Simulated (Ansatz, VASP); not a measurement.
## Ag in VASP and in Ansatz

INCAR

```
SYSTEM = Ag
ALGO     = Fast           ! electronic algorithm
EDIFF    = 1E-7           ! SCF threshold, eV
EDIFFG   = -0.01          ! ionic threshold
ENCUT    = 600            ! plane-wave cutoff, eV
GGA      = PS             ! functional
IBRION   = 2              ! ionic algorithm
ISIF     = 3              ! what is computed and relaxed
ISMEAR   = -1             ! smearing method
IVDW     = 12             ! dispersion correction
LASPH    = .TRUE.         ! aspherical terms in the spheres
LCHARG   = .FALSE.        ! write CHGCAR
LREAL    = .FALSE.        ! projectors in reciprocal space
LWAVE    = .FALSE.        ! write WAVECAR
NELM     = 80             ! most SCF steps
NSW      = 60             ! ionic steps
PREC     = Accurate       ! precision mode
SIGMA    = 0.05           ! smearing width, eV
```

Contents of KPOINTS:

```
k-points
0
G
  11 11 3
  0 0 0
```

The input POSCAR:

```
Ag
1.0
    2.8862000000      0.0000000000      0.0000000000
   -1.4431000000      2.4995225204      0.0000000000
    0.0000000000      0.0000000000     10.0000000000
Ag
4
Direct
    0.0000000000      0.0000000000      0.5000000000
    0.0000000000      0.0000000000      0.0000000000
    0.6666666667      0.3333333333      0.7500000000
    0.3333333333      0.6666666667      0.2500000000
```

input.yaml

```yaml
crystal:
  lattice:
    - [2.8862, 0.0, 0.0]
    - [-1.4431, 2.4995225204, 0.0]
    - [0.0, 0.0, 10.0]
  atoms:
    - { symbol: Ag, position: [0.0, 0.0, 0.5] }
    - { symbol: Ag, position: [0.0, 0.0, 0.0] }
    - { symbol: Ag, position: [0.6666666667, 0.3333333333, 0.75] }
    - { symbol: Ag, position: [0.3333333333, 0.6666666667, 0.25] }
hamiltonian:
  xc: pbesol
  pseudopotentials: { kind: paw }
  dispersion: d3bj
kpoints:
  mp_grid: { grid: [11, 11, 3] }
scf:
  occupations: { method: fermi_dirac, width: 0.05 }
output:
  forces: true
  stress: true
  eigenvalues: true
relax:
  f_tol: 0.01
  max_steps: 40
  cell: { stress_tol: 0.05 }
```

Alike in both runs: task relaxation of cell and atoms; functional PBEsol; dispersion D3(BJ); k mesh 11 × 11 × 3; occupations fermi-dirac, width 0.05 eV; no spin polarisation.

|  | VASP | Ansatz |
| --- | --- | --- |
| version | VASP 6.6.1 | Ansatz 0.2.0 |
| potentials or method | VASP PAW PBE potentials, release 64 (Ag) | Ansatz PAW |
| plane-wave cutoff (eV) | 600 | 420 |
| valence electrons in the cell | 44 | 76 |

|  | VASP | Ansatz | Ansatz less VASP |
| --- | --- | --- | --- |
| gap on the k mesh at the Fermi level, each at its own relaxed structure (eV) | none | none | - |
| relaxed volume (Å³/atom) | 15.90 | 15.93 | +0.027 |
| relaxed length of the cell vector where the two differ most in proportion (Å) | 2.811 | 2.813 | +0.0022 |

VASP's potentials were made for PBE, not for PBEsol. A gap of «none» marks a metal or a gap that the smearing closes. VASP's potentials hold 44 valence electrons a cell and Ansatz's 76, so a difference there can come from the potentials and not from the codes.

Noted on Ansatz's run: the plane-wave basis is chosen anew once the cell has moved, so the energies of steps on either side of that aren't comparable.
